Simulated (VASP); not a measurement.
A run of VASP 6.6.1:

The input INCAR:

```
SYSTEM = MgB2
  ALGO = Normal
  EDIFF = 1E-6
  ENCUT = 520
  ISIF = 2
  ISMEAR = -1
  LASPH = .True.
  LCHARG = .False.
  LREAL = .False.
  LWAVE = .False.
  NBANDS = 11
  NELM = 80
  PREC = Accurate
  SIGMA = 0.05
```

KPOINTS

```
k-points
0
Gamma
  15 15 12
  0 0 0
```

Contents of POSCAR:

```
MgB2
1.0
    3.0850007055      0.0000000000      0.0000000000
   -1.5425003528      2.6716889817      0.0000000000
    0.0000000000      0.0000000000      3.5230000000
Mg B
1 2
Direct
    0.0000000000      0.0000000000      0.0000000000
    0.3333333333      0.6666666667      0.5000000000
    0.6666666667      0.3333333333      0.5000000000
```

Potentials or basis: VASP PAW LDA potentials, release 64 (Mg, B).

Run with:

```sh
$ cat potpaw_LDA.64/Mg/POTCAR potpaw_LDA.64/B/POTCAR > POTCAR
$ mpirun -np 1 vasp_std > vasp.out
```

Hardware: 1 thread of Intel(R) Xeon(R) Platinum 8259CL CPU @ 2.50GHz (Skylake/Cascade Lake), with other jobs on the host.

Question: Estimate the wall time of this run.

Answer: Run time: 28 s on 1 thread of Intel(R) Xeon(R) Platinum 8259CL CPU @ 2.50GHz (Skylake/Cascade Lake) (shared host), peak memory 0.18 GiB. Counts: scf iterations 12, k points 189.
